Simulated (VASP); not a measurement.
# HfN (F-43m) in VASP: a series of runs

Runs on HfN. Level: PBEsol. Tasks: single point.

Everything below comes from runs of VASP 6.6.1. Logs are shortened: lines on timing, memory, paths and dates and some standing lists are left out, and cuts for length are marked.

### 1 The cell of the first run

Symmetry: F-43m, No. 216, cubic system. Conventional cell: a = 4.826 Å, b = 4.826 Å, c = 4.826 Å, α = 90.00°, β = 90.00°, γ = 90.00°. Hf (site symmetry -43m) has 4 N at 2.09 Å within 2.8 Å. N (site symmetry -43m) has 4 Hf at 2.09 Å within 2.8 Å.

### 2 Single point, PBEsol

Input file INCAR:

```
SYSTEM = HfN
ALGO     = Normal         ! electronic algorithm
EDIFF    = 1E-7           ! SCF threshold, eV
ENCUT    = 520            ! plane-wave cutoff, eV
GGA      = PS             ! functional
ISIF     = 2              ! what is computed and relaxed
ISMEAR   = -1             ! smearing method
LASPH    = .TRUE.         ! aspherical terms in the spheres
LCHARG   = .FALSE.        ! write CHGCAR
LREAL    = .FALSE.        ! projectors in reciprocal space
LWAVE    = .FALSE.        ! write WAVECAR
NBANDS   = 14             ! bands
NELM     = 80             ! most SCF steps
PREC     = Accurate       ! precision mode
SIGMA    = 0.1            ! smearing width, eV
```

Input file KPOINTS:

```
k-points
0
G
  10 10 10
  0 0 0
```

Input file POSCAR:

```
HfN
1.0
    0.0000000000      2.4132068080      2.4132068080
    2.4132068080      0.0000000000      2.4132068080
    2.4132068080      2.4132068080      0.0000000000
Hf N
1 1
Direct
    0.0000000000      0.0000000000      0.0000000000
    0.7500000000      0.7500000000      0.7500000000
```

Potentials or basis: VASP PAW PBE potentials, release 64 (Hf_pv, N).

Run with:

```bash
$ cat potpaw_PBE.64/Hf_pv/POTCAR potpaw_PBE.64/N/POTCAR > POTCAR
$ mpirun -np 1 vasp_std > vasp.out
```

OUTCAR:

```text
SYSTEM = HfN
   EDIFF = 1E-7
   ENCUT = 520
   GGA = PS
   ISIF = 2
   ISMEAR = -1
   LASPH = .TRUE.
   LREAL = .FALSE.
   NELM = 80
   PREC = Accurate

 ion  position               nearest neighbor table
   1  0.000  0.000  0.000-   2 2.09   2 2.09   2 2.09   2 2.09
   2  0.750  0.750  0.750-   1 2.09   1 2.09   1 2.09   1 2.09

  LATTYP: Found a face centered cubic cell.
 ALAT       =     4.8264136160

  Lattice vectors:

 A1 = (   0.0000000000,   2.4132068080,   2.4132068080)
 A2 = (   2.4132068080,   0.0000000000,   2.4132068080)
 A3 = (   2.4132068080,   2.4132068080,   0.0000000000)

Analysis of symmetry for initial positions (statically):
=====================================================================
 Subroutine PRICEL returns:
 Original cell was already a primitive cell.

 Routine SETGRP: Setting up the symmetry group for a
 face centered cubic supercell.

 Subroutine GETGRP returns: Found 24 space group operations
 (whereof 24 operations were pure point group operations)
 out of a pool of 48 trial point group operations.

The static configuration has the point symmetry T_d .

Analysis of symmetry for dynamics (positions and initial velocities):
=====================================================================
 Subroutine PRICEL returns:
 Original cell was already a primitive cell.

 Routine SETGRP: Setting up the symmetry group for a
 face centered cubic supercell.

 Subroutine GETGRP returns: Found 24 space group operations
 (whereof 24 operations were pure point group operations)
 out of a pool of 48 trial point group operations.

The dynamic configuration has the point symmetry T_d .

 Subroutine INISYM returns: Found 24 space group operations
 (whereof 24 operations are pure point group operations),
 and found     1 'primitive' translations

----------------------------------------------------------------------------------------

                                     Primitive cell

  volume of cell :      28.1069

  direct lattice vectors                    reciprocal lattice vectors
     0.000000000  2.413206808  2.413206808    -0.207193183  0.207193183  0.207193183
     2.413206808  0.000000000  2.413206808     0.207193183 -0.207193183  0.207193183
     2.413206808  2.413206808  0.000000000     0.207193183  0.207193183 -0.207193183

  length of vectors
     3.412789797  3.412789797  3.412789797     0.358869120  0.358869120  0.358869120

  position of ions in fractional coordinates (direct lattice)
     0.000000000  0.000000000  0.000000000
     0.750000000  0.750000000  0.750000000

  ion indices of the primitive-cell ions
   primitive index   ion index
                 1           1
                 2           2

----------------------------------------------------------------------------------------

 KPOINTS: k-points

Automatic generation of k-mesh.
 Grid dimensions read from file:
 generate k-points for:   10   10   10

 Generating k-lattice:

  Cartesian coordinates                     Fractional coordinates (reciprocal lattice)
    -0.020719318  0.020719318  0.020719318     0.100000000  0.000000000  0.000000000
     0.020719318 -0.020719318  0.020719318     0.000000000  0.100000000  0.000000000
     0.020719318  0.020719318 -0.020719318     0.000000000  0.000000000  0.100000000

  Length of vectors
     0.035886912  0.035886912  0.035886912

  Shift w.r.t. Gamma in fractional coordinates (k-lattice)
     0.000000000  0.000000000  0.000000000

 Subroutine IBZKPT returns following result:
 ===========================================

 Found     47 irreducible k-points:

 Following reciprocal coordinates:
            Coordinates               Weight
  0.000000  0.000000  0.000000      1.000000
  0.100000  0.000000  0.000000      8.000000
  0.200000  0.000000  0.000000      8.000000
  0.300000  0.000000  0.000000      8.000000
  0.400000  0.000000  0.000000      8.000000
  0.500000  0.000000  0.000000      4.000000
[... 16 lines left out ...]
  0.300000  0.300000  0.000000      6.000000
  0.400000  0.300000  0.000000     24.000000
 [... further k-points ...]
   k-points           NKPTS =     47   k-points in BZ     NKDIM =     47   number of bands    NBANDS=     14
   number of dos      NEDOS =    301   number of ions     NIONS =      2
   total plane-waves  NPLWV =  21952
   dimension x,y,z NGX =    28 NGY =   28 NGZ =   28
   dimension x,y,z NGXF=    56 NGYF=   56 NGZF=   56
   ions per type =               1   1
   NGX,Y,Z   is equivalent  to a cutoff of  13.64, 13.64, 13.64 a.u.
   NGXF,Y,Z  is equivalent  to a cutoff of  27.28, 27.28, 27.28 a.u.
 SYSTEM =  HfN
   PREC   = accura    normal or accurate (medium, high low for compatibility)
   ISTART =      0    job   : 0-new  1-cont  2-samecut
   ICHARG =      2    charge: 1-file 2-atom 10-const
   ISPIN  =      1    spin polarized calculation?
   LNONCOLLINEAR =      F non collinear calculations
   LSORBIT =      F    spin-orbit coupling
   LASPH  =      T    aspherical Exc in radial PAW
   ENCUT  =  520.0 eV  38.22 Ry    6.18 a.u.   6.35  6.35  6.35*2*pi/ulx,y,z
   NELM   =     80;   NELMIN=  2; NELMDL= -5     # of ELM steps
   EDIFF  = 0.1E-06   stopping-criterion for ELM
   LREAL  =      F    real-space projection
   EDIFFG = 0.1E-05   stopping-criterion for IOM
   NSW    =      0    number of steps for IOM
   IBRION =     -1    ionic relax: 0-MD 1-quasi-New 2-CG
   NFREE  =      0    steps in history (QN), initial steepest desc. (CG)
   ISIF   =      2    stress and relaxation
   ISYM   =      2    0-nonsym 1-usesym 2-fastsym
   POTIM  = 0.5000    time-step for ionic-motion
   TEBEG  =    0.0;   TEEND  =   0.0 temperature during run
   PSTRESS=    0.0 pullay stress
   NELECT =      15.0000    total number of electrons
   NUPDOWN=      -1.0000    fix difference up-down
   EMIN   =  10.00;   EMAX   =-10.00  energy-range for DOS
   EFERMI =   0.00;   METHOD = LEGACY
   ISMEAR =    -1;   SIGMA  =   0.10  broadening in eV -4-tet -1-fermi 0-gaus
   EFERMI_NEDOS =   21; number of points for ismear=-14 and -15
   IALGO  =     38    algorithm
   IMIX   =      4    mixing-type and parameters
     AMIX     =   0.40;   BMIX     =  1.00
     AMIX_MAG =   1.60;   BMIX_MAG =  1.00
  volume/ion in A,a.u.               =      14.05        94.84
  Fermi-wavevector in a.u.,A,eV,Ry     =   1.327906  2.509379 23.991625  1.763335
  Thomas-Fermi vector in A             =   2.457183
   LORBIT       =      0    0 simple, 1 ext, 2 COOP (PROOUT), +10 PAW based schemes
   GGA     = PS    functional components
   LHFCALC =     F    Hartree Fock is set to
   AEXX    =    0.0000 exact exchange contribution
   IVDW    =     0    specifies the selected vdW correction
   LEPSILON=     F    determine dielectric tensor
   LRPA    =     F    only Hartree local field effects (RPA)
 non-spin polarized calculation
  energy-cutoff  :      520.00
  volume of cell :       28.11
 maximum number of plane-waves:       769
 NGX is ok and might be reduce to    28
   NGX = 13   NGY = 13   NGZ = 13

 number of electron      15.0000002 magnetization

 Free energy of the ion-electron system (eV)
  ---------------------------------------------------
  ext. energy  EPLUGINS =         0.00000000
  ---------------------------------------------------
  free energy    TOTEN  =       -22.27095953 eV

  energy without entropy =      -22.25115771  energy(sigma->0) =      -22.26105862

 E-fermi :   5.9785     XC(G=0): -11.6433

 val. band max:        5.9365802162   @ k =   0.3000   0.2000   0.0000
 cond. band min:       6.0428012885   @ k =   0.4000   0.2000   0.0000
 fundamental gap:      0.1062210723
 Fermi energy:         5.9784524917

 k-point     1 :       0.0000    0.0000    0.0000
  band No.  band energies     occupation
      1     -24.8730      2.00000
      2     -24.8730      2.00000
      3     -24.8730      2.00000
      4     -10.3606      2.00000
      5       0.3061      2.00000
      6       0.3061      2.00000
      7       0.3061      2.00000
      8       5.3926      1.99431
      9       8.3254      0.00000
     10       8.3254      0.00000
     11      12.9218      0.00000
     12      12.9218      0.00000
     13      12.9218      0.00000
     14      18.5487      0.00000

 k-point     2 :       0.1000    0.0000    0.0000
  band No.  band energies     occupation
      1     -24.9323      2.00000
      2     -24.8805      2.00000
      3     -24.8805      2.00000
      4     -10.2267      2.00000
      5       0.0944      2.00000
      6       0.3844      2.00000
      7       0.3844      2.00000
      8       5.9345      1.21612
      9       8.1475      0.00000
     10       8.1475      0.00000
     11      12.6468      0.00000
     12      13.1909      0.00000
     13      13.1909      0.00000
     14      18.1933      0.00000

 k-point     3 :       0.2000    0.0000    0.0000
  band No.  band energies     occupation
      1     -25.0834      2.00000
      2     -24.8998      2.00000
      3     -24.8998      2.00000
      4      -9.8910      2.00000
      5      -0.2188      2.00000
      6       0.5755      2.00000
      7       0.5755      2.00000
      8       7.0883      0.00003
      9       7.9025      0.00000
     10       7.9025      0.00000
     11      12.1287      0.00000
     12      13.4953      0.00000
     13      13.4953      0.00000
     14      15.9059      0.00000

 k-point     4 :       0.3000    0.0000    0.0000
  band No.  band energies     occupation
      1     -25.2629      2.00000
      2     -24.9236      2.00000
      3     -24.9236      2.00000
      4      -9.5117      2.00000
      5      -0.2541      2.00000
      6       0.7758      2.00000
      7       0.7758      2.00000
      8       7.9120      0.00000
      9       7.9826      0.00000
     10       7.9826      0.00000
     11      11.5995      0.00000
     12      13.1177      0.00000
     13      13.1177      0.00000
     14      14.4886      0.00000

 k-point     5 :       0.4000    0.0000    0.0000
  band No.  band energies     occupation
      1     -25.4028      2.00000
      2     -24.9426      2.00000
      3     -24.9426      2.00000
      4      -9.2410      2.00000
      5      -0.0035      2.00000
      6       0.9009      2.00000
      7       0.9009      2.00000
      8       7.8657      0.00000
      9       8.4673      0.00000
     10       8.4673      0.00000
     11      10.7426      0.00000
[... 276 lines left out ...]
 k-point    22 :      -0.2000    0.2000    0.0000
  band No.  band energies     occupation
      1     -25.2424      2.00000
      2     -25.0266      2.00000
      3     -24.9220      2.00000
      4      -9.3618      2.00000
      5      -0.2625      2.00000
      6       0.7814      2.00000
      7       0.9020      2.00000
      8       7.1666      0.00001
      9       7.8941      0.00000
     10       8.5636      0.00000
     11      11.6581      0.00000
     12      12.9955      0.00000
     13      13.8124      0.00000
     14      15.3896      0.00000

 k-point    23 :       0.3000    0.3000    0.0000
  band No.  band energies     occupation
      1     -25.2644      2.00000
      2     -25.0019      2.00000
      3     -25.0019      2.00000
      4      -9.2187      2.00000
      5      -1.0474      2.00000
      6       1.4844      2.00000
      7       1.4844      2.00000
      8       5.2708      1.99831
      9       9.2815      0.00000
     10       9.4884      0.00000
     11      12.3535      0.00000
     12      12.3535      0.00000
     13      12.8457      0.00000
     14      18.1851      0.00000

 k-point    24 :       0.4000    0.3000    0.0000
  band No.  band energies     occupation
      1     -25.3429      2.00000
      2     -25.0420      2.00000
      3     -25.0241      2.00000
      4      -8.9946      2.00000
      5      -1.0069      2.00000
      6       1.6755      2.00000
      7       1.7477      2.00000
      8       5.1706      1.99938
      9       8.8925      0.00000
     10       9.7081      0.00000
     11      11.8043      0.00000
     12      12.2463      0.00000
     13      13.3879      0.00000
     14      17.4951      0.00000

 [... further k-points ...]

------------------------ aborting loop because EDIFF is reached ----------------------------------------

  FORCE on cell =-STRESS in cart. coord.  units (eV):
  Direction    XX          YY          ZZ          XY          YZ          ZX
  --------------------------------------------------------------------------------------
  -------------------------------------------------------------------------------------
  Total        0.8156727      0.8156727      0.8156727      0.0000000      0.0000000      0.0000000
  in kB       46.4957127     46.4957127     46.4957127      0.0000000      0.0000000      0.0000000
  external PRESSURE =      46.4957127 kB  Pullay stress =       0.0000000 kB

 VOLUME and BASIS-vectors are now :
 -----------------------------------------------------------------------------
  energy-cutoff  :      520.00
  volume of cell :       28.11
      direct lattice vectors                 reciprocal lattice vectors
     0.000000000  2.413206808  2.413206808    -0.207193183  0.207193183  0.207193183
     2.413206808  0.000000000  2.413206808     0.207193183 -0.207193183  0.207193183
     2.413206808  2.413206808  0.000000000     0.207193183  0.207193183 -0.207193183

 POSITION                                       TOTAL-FORCE (eV/Angst)
 -----------------------------------------------------------------------------------
      0.00000      0.00000      0.00000         0.000000      0.000000      0.000000
      3.61981      3.61981      3.61981        -0.000000     -0.000000     -0.000000
 -----------------------------------------------------------------------------------
    total drift:                                0.000000      0.000000      0.000000

  FREE ENERGIE OF THE ION-ELECTRON SYSTEM (eV)
  ---------------------------------------------------
  free  energy   TOTEN  =       -22.2709595302 eV

  energy  without entropy=      -22.2511577063  energy(sigma->0) =      -22.26105862
```

Wall time 15 s (1 thread of Intel Xeon 6975P-C (Granite Rapids), shared host); peak memory 0.16 GiB.

Results:

* Free energy: -22.2710 eV
* Pressure: 4.6 GPa

Caveat: the PAW data sets were made with another functional, which shifts forces and pressure a little; spin-orbit coupling is left out, which moves the levels of the heavy elements.

### 3 Single point, PBEsol

This run uses another cell than the first one, of 14.50 Å³/atom, 1.032 times its volume.

Input file INCAR:

```
SYSTEM = HfN
ALGO = Normal ; EDIFF = 1E-6
ENCUT = 520 ; GGA = PS
ISIF = 2 ; ISMEAR = -1
LASPH = .True. ; LCHARG = .False.
LREAL = .False. ; LWAVE = .False.
NBANDS = 14 ; NELM = 80
PREC = Accurate ; SIGMA = 0.1
```

Input file KPOINTS:

```
k-points
0
Gamma
  10 10 10
  0 0 0
```

Input file POSCAR:

```
HfN
1.0
    0.0000000000      2.4383461881      2.4383461881
    2.4383461881      0.0000000000      2.4383461881
    2.4383461881      2.4383461881      0.0000000000
Hf N
1 1
Direct
    0.0000000000      0.0000000000      0.0000000000
    0.7500000000      0.7500000000      0.7500000000
```

Potentials or basis: VASP PAW PBE potentials, release 64 (Hf_pv, N).

Run with:

```bash
$ cat potpaw_PBE.64/Hf_pv/POTCAR potpaw_PBE.64/N/POTCAR > POTCAR
$ mpirun -np 1 vasp_std > vasp.out
```

Run time: 12 s. Hardware: 1 thread of Intel Xeon 6975P-C (Granite Rapids), shared host; peak memory 0.16 GiB.

The run converged. Its results:

```yaml
Free_energy: -22.2784 eV
Pressure: -2.0 GPa
```

Levels at points of the mesh, in eV from the Fermi level:
```
           k point  band 4  band 5  band 6  band 7  band 8  band 9  band 10  band 11
(0.00, 0.00, 0.00)  -16.18   -5.52   -5.52   -5.52   -0.66    2.27     2.27     6.74
(0.50, 0.00, 0.00)  -15.04   -5.74   -4.92   -4.92    1.60    2.79     2.79     4.27
(0.50, 0.50, 0.00)  -14.64   -7.01   -3.60   -3.60   -1.13    2.22     4.13     4.79
```

Caveat: the PAW data sets were made with another functional, which shifts forces and pressure a little; spin-orbit coupling is left out, which moves the levels of the heavy elements.

### 4 Single point, PBEsol

This run uses another cell than the first one, of 14.94 Å³/atom, 1.063 times its volume.

Input file INCAR:

```
SYSTEM = HfN
PREC     = Accurate       ! precision mode
ENCUT    = 520            ! plane-wave cutoff, eV
EDIFF    = 1E-7           ! SCF threshold, eV
ISMEAR   = -1             ! smearing method
SIGMA    = 0.1            ! smearing width, eV
LREAL    = .False.        ! projectors in reciprocal space
LASPH    = .True.         ! aspherical terms in the spheres
NELM     = 60             ! most SCF steps
ALGO     = Normal         ! electronic algorithm
ISIF     = 2              ! what is computed and relaxed
LWAVE    = .False.        ! write WAVECAR
LCHARG   = .False.        ! write CHGCAR
GGA      = PS             ! functional
NBANDS   = 14             ! bands
```

Input file KPOINTS:

```
regular mesh
0
Gamma
  10 10 10
  0 0 0
```

Input file POSCAR:

```
HfN
1.0
    0.0000000000      2.4629776147      2.4629776147
    2.4629776147      0.0000000000      2.4629776147
    2.4629776147      2.4629776147      0.0000000000
Hf N
1 1
Direct
    0.0000000000      0.0000000000      0.0000000000
    0.7500000000      0.7500000000      0.7500000000
```

Run with:

```bash
$ cat potpaw_PBE.64/Hf_pv/POTCAR potpaw_PBE.64/N/POTCAR > POTCAR
$ mpirun -np 1 vasp_std > vasp.out
```

It took 15 s on 1 thread of Intel Xeon 6975P-C (Granite Rapids), shared host; peak memory 0.16 GiB.

It converged, with:

```yaml
Free_energy: -22.2519 eV
Pressure: -7.6 GPa
```

Levels at points of the mesh, in eV from the Fermi level:
| k point | band 5 | band 6 | band 7 | band 8 | band 9 | band 10 | band 11 | band 12 |
| --- | --- | --- | --- | --- | --- | --- | --- | --- |
| (0.00, 0.00, 0.00) | -5.38 | -5.38 | -5.38 | -0.73 | 2.20 | 2.20 | 6.54 | 6.54 |
| (0.50, 0.00, 0.00) | -5.68 | -4.80 | -4.80 | 1.55 | 2.69 | 2.69 | 4.16 | 5.21 |
| (0.50, 0.50, 0.00) | -6.85 | -3.56 | -3.56 | -1.11 | 2.14 | 3.97 | 4.61 | 4.61 |

Caveat: the PAW data sets were made with another functional, which shifts forces and pressure a little; spin-orbit coupling is left out, which moves the levels of the heavy elements.

### 5 Single point, PBEsol

This run uses another cell than the first one, of 15.38 Å³/atom, 1.095 times its volume.

Input file INCAR:

```
PREC     = Accurate       # precision mode
ENCUT    = 520            # plane-wave cutoff, eV
EDIFF    = 1E-7           # SCF threshold, eV
ISMEAR   = -1             # smearing method
SIGMA    = 0.1            # smearing width, eV
LREAL    = False          # projectors in reciprocal space
LASPH    = True           # aspherical terms in the spheres
NELM     = 100            # most SCF steps
ALGO     = Normal         # electronic algorithm
ISIF     = 2              # what is computed and relaxed
LWAVE    = False          # write WAVECAR
LCHARG   = False          # write CHGCAR
GGA      = PS             # functional
NBANDS   = 14             # bands
```

Input file KPOINTS:

```
regular mesh
0
Gamma
  10 10 10
```

Input file POSCAR:

```
HfN
1.0
    0.0000000000      2.4871259940      2.4871259940
    2.4871259940      0.0000000000      2.4871259940
    2.4871259940      2.4871259940      0.0000000000
Hf N
1 1
Direct
    0.0000000000      0.0000000000      0.0000000000
    0.7500000000      0.7500000000      0.7500000000
```

Run with:

```bash
$ cat potpaw_PBE.64/Hf_pv/POTCAR potpaw_PBE.64/N/POTCAR > POTCAR
$ mpirun -np 1 vasp_std > vasp.out
```

Run time: 14 s. Hardware: 1 thread of Intel Xeon 6975P-C (Granite Rapids), shared host; peak memory 0.16 GiB.

The run converged. Its results:

```yaml
Free_energy: -22.1962 eV
Pressure: -12.5 GPa
```

Levels at points of the mesh, in eV from the Fermi level:
| k point | band 3 | band 4 | band 5 | band 6 | band 7 | band 8 | band 9 | band 10 | band 11 | band 12 |
| --- | --- | --- | --- | --- | --- | --- | --- | --- | --- | --- |
| (0.00, 0.00, 0.00) | -31.18 | -15.88 | -5.25 | -5.25 | -5.25 | -0.80 | 2.13 | 2.13 | 6.35 | 6.35 |
| (0.50, 0.00, 0.00) | -31.23 | -14.86 | -5.62 | -4.70 | -4.70 | 1.49 | 2.60 | 2.60 | 4.05 | 5.04 |
| (0.50, 0.50, 0.00) | -31.31 | -14.52 | -6.69 | -3.53 | -3.53 | -1.10 | 2.05 | 3.82 | 4.45 | 4.45 |

Caveat: the PAW data sets were made with another functional, which shifts forces and pressure a little; spin-orbit coupling is left out, which moves the levels of the heavy elements.

(Part 1 of 2 ends here.)
